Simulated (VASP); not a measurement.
Write the native input for VASP 6.6.1 that does the following.

* Task: single point
* Functional: HSE06
* Potentials or basis: VASP PAW PBE potentials, release 64 (Hf_pv, Si, O)
* Cutoff: 520 eV
* k mesh: 4 × 4 × 4
* Occupations: gaussian, width 0.01 eV
* Spin: no spin polarisation
* Dipole correction: no
* Grid for exact exchange (PRECFOCK): Fast
* Further INCAR settings: ALGO = Normal; EDIFF = 1e-06; NBANDS = 28
* Share of exact exchange: 0.25
* Screening parameter: 0.2079 1/Å

HfSiO4:

```xyz
6
Lattice="3.2857 0.0000 0.0000 0.0000 3.2857 0.0000 0.0000 0.0000 5.7005" Properties=species:S:1:pos:R:3 pbc="T T T"
Hf    1.6428    1.6428    2.8502
Si    0.0000    0.0000    0.0000
O     1.6428    0.0000    3.8557
O     0.0000    1.6428    5.0048
O     0.0000    1.6428    1.8448
O     1.6428    0.0000    0.6957
```

The input as run:

POSCAR

```
HfSiO4
1.0
    3.2856928626      0.0000000000      0.0000000000
    0.0000000000      3.2856928626      0.0000000000
    0.0000000000      0.0000000000      5.7004959659
Hf Si O
1 1 4
Direct
    0.5000000000      0.5000000000      0.5000000000
    0.0000000000      0.0000000000      0.0000000000
    0.5000000000      0.0000000000      0.6763713356
    0.0000000000      0.5000000000      0.8779573389
    0.0000000000      0.5000000000      0.3236286644
    0.5000000000      0.0000000000      0.1220426611
```

INCAR.step1

```
SYSTEM = HfSiO4
PREC = Accurate
ENCUT = 520
EDIFF = 1E-5
ISMEAR = 0
SIGMA = 0.01
LREAL = .FALSE.
LASPH = .TRUE.
NELM = 100
ALGO = Normal
ISIF = 2
LWAVE = .TRUE.
LCHARG = .FALSE.
GGA = PE
NBANDS = 28
KPAR = 4
```

INCAR.step2

```
SYSTEM = HfSiO4
PREC = Accurate
ENCUT = 520
EDIFF = 1E-6
ISMEAR = 0
SIGMA = 0.01
LREAL = .FALSE.
LASPH = .TRUE.
NELM = 100
ALGO = Normal
ISIF = 2
LWAVE = .FALSE.
LCHARG = .FALSE.
GGA = PE
LHFCALC = .TRUE.
HFSCREEN = 0.2079
PRECFOCK = Fast
ISTART = 1
NBANDS = 28
KPAR = 4
```

KPOINTS

```
regular mesh
0
G
  4 4 4
  0 0 0
```

Potentials or basis: VASP PAW PBE potentials, release 64 (Hf_pv, Si, O).

Command:

```bash
$ cat potpaw_PBE.64/Hf_pv/POTCAR potpaw_PBE.64/Si/POTCAR potpaw_PBE.64/O/POTCAR > POTCAR
$ cp INCAR.step1 INCAR
$ mpirun -np 4 vasp_std > vasp.out
$ cp INCAR.step2 INCAR
$ mpirun -np 4 vasp_std > vasp.out
```

Results of the run:

The pressure is -2.5 GPa, the largest force is 0.240 eV/Å and the band gap on the k mesh is 4.21 eV (least direct gap 4.38 eV).

Caveat: the k points lie up to 0.48 Å⁻¹ apart; the PAW data sets were made with another functional, which shifts forces and pressure a little; spin-orbit coupling is left out, which moves the levels of the heavy elements.

It took 8.2 min on 4 MPI ranks on AMD EPYC 7R13 Processor (Zen 3), with other jobs on the host, peak memory 0.27 GiB a rank.
